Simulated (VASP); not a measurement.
A run of VASP 6.6.1:

The input INCAR:

```
SYSTEM = Pd
PREC     = Accurate       ! precision mode
ENCUT    = 520            ! plane-wave cutoff, eV
EDIFF    = 1E-6           ! SCF threshold, eV
ISMEAR   = -1             ! smearing method
SIGMA    = 0.05           ! smearing width, eV
LREAL    = .FALSE.        ! projectors in reciprocal space
LASPH    = .TRUE.         ! aspherical terms in the spheres
NELM     = 100            ! most SCF steps
ALGO     = Normal         ! electronic algorithm
ISIF     = 2              ! what is computed and relaxed
LWAVE    = .FALSE.        ! write WAVECAR
LCHARG   = .FALSE.        ! write CHGCAR
GGA      = PE             ! functional
NBANDS   = 17             ! bands
```

KPOINTS

```
regular mesh
0
G
  11 11 6
  0 0 0
```

The input POSCAR:

```
Pd
1.0
    2.8021004509      0.0000000000      0.0000000000
   -1.4010502255      2.4266901745      0.0000000000
    0.0000000000      0.0000000000      4.6595488139
Pd
2
Direct
    0.3333333333      0.6666666667      0.2500000000
    0.6666666667      0.3333333333      0.7500000000
```

Potentials or basis: VASP PAW PBE potentials, release 64 (Pd).

The run is started by

```bash
$ cat potpaw_PBE.64/Pd/POTCAR > POTCAR
$ mpirun -np 1 vasp_std > vasp.out
```

Hardware: 1 thread of Intel(R) Xeon(R) Platinum 8259CL CPU @ 2.50GHz (Skylake/Cascade Lake), with other jobs on the host.

Q: Estimate the wall time of this run.

A: It took 26 s on 1 thread of Intel(R) Xeon(R) Platinum 8259CL CPU @ 2.50GHz (Skylake/Cascade Lake), on a shared host, peak memory 0.17 GiB. Counts: scf iterations 11, k points 64.
